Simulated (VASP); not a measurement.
Set up this calculation in VASP 6.6.1, as the native input.

| Item | Value |
| --- | --- |
| Task | single point |
| Functional | PBE |
| Potentials or basis | VASP PAW PBE potentials, release 64 (Cu) |
| Cutoff | 520 eV |
| k mesh | 8 × 8 × 8 |
| Occupations | gaussian, width 0.1 eV |
| Spin | no spin polarisation |
| Dipole correction | no |
| Further INCAR settings | ALGO = Fast; EDIFF = 1e-07; NBANDS = 12 |

The structure of Cu lies in POSCAR:

```
Cu
1.0
    0.0000000000      1.8250000000      1.8250000000
    1.8250000000      0.0000000000      1.8250000000
    1.8250000000      1.8250000000      0.0000000000
Cu
1
Direct
    0.0000000000      0.0000000000      0.0000000000
```

One way to write it, as run:

INCAR

```
ALGO     = Fast           # electronic algorithm
EDIFF    = 1E-7           # SCF threshold, eV
ENCUT    = 520            # plane-wave cutoff, eV
GGA      = PE             # functional
ISIF     = 2              # what is computed and relaxed
ISMEAR   = 0              # smearing method
LASPH    = T              # aspherical terms in the spheres
LCHARG   = F              # write CHGCAR
LREAL    = F              # projectors in reciprocal space
LWAVE    = F              # write WAVECAR
NBANDS   = 12             # bands
NELM     = 80             # most SCF steps
PREC     = Accurate       # precision mode
SIGMA    = 0.1            # smearing width, eV
```

KPOINTS

```
k-points
0
Gamma
  8 8 8
```

Potentials or basis: VASP PAW PBE potentials, release 64 (Cu).

Launch:

```console
$ cat potpaw_PBE.64/Cu/POTCAR > POTCAR
$ mpirun -np 1 vasp_std > vasp.out
```

Results of the run:

The pressure is -1.0 GPa.

Caveat: the k points lie up to 0.37 Å⁻¹ apart.

It took 3.4 s on 1 thread of Intel(R) Xeon(R) 6975P-C (Granite Rapids), with other jobs on the host, peak memory 0.12 GiB.
